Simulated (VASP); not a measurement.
Set up this calculation in VASP 6.6.1, as the native input.

```yaml
Task: single point
Functional: LDA
Potentials_or_basis: VASP PAW LDA potentials, release 64 (Ir_sv_GW)
Cutoff: 560 eV
k_mesh: 22 × 22 × 22
Occupations: gaussian, width 0.15 eV
Spin: no spin polarisation
Dipole_correction: no
Further_INCAR_settings: ALGO = Normal; EDIFF = 1e-06; NBANDS = 14
```

The structure of Ir lies in POSCAR:

```
Ir
1.0
    0.0000000000      1.9880447558      1.7035555512
    1.9880447558      0.0000000000      1.7035555512
    1.9880447558      1.9880447558      0.0000000000
Ir
1
Direct
    0.0000000000      0.0000000000      0.0000000000
```

These files were run (other wordings do the same):

INCAR

```
ALGO     = Normal         # electronic algorithm
EDIFF    = 1E-6           # SCF threshold, eV
ENCUT    = 560            # plane-wave cutoff, eV
GGA_COMPAT= False        
ISIF     = 2              # what is computed and relaxed
ISMEAR   = 0              # smearing method
LASPH    = True           # aspherical terms in the spheres
LCHARG   = True           # write CHGCAR
LELF     = True           # ELF
LREAL    = False          # projectors in reciprocal space
LVHAR    = True         
LWAVE    = False          # write WAVECAR
NBANDS   = 14             # bands
NELM     = 120            # most SCF steps
PREC     = Accurate       # precision mode
SIGMA    = 0.15           # smearing width, eV
```

KPOINTS

```
k-points
0
Gamma
  22 22 22
```

Potentials or basis: VASP PAW LDA potentials, release 64 (Ir_sv_GW).

Command:

```console
$ cat potpaw_LDA.64/Ir_sv_GW/POTCAR > POTCAR
$ mpirun -np 1 vasp_std > vasp.out
```

It gave:

The pressure is 16.5 GPa. The band gap on the k mesh is zero (an odd number of electrons rules out a gap without spin polarisation).

Caveat: the stress differs along the axes, from -1 to 51 GPa; spin-orbit coupling is left out, which moves the levels of the heavy elements.

It took 110 s on 1 thread of AMD EPYC 7R13 Processor (Zen 3) (shared host), peak memory 0.26 GiB.
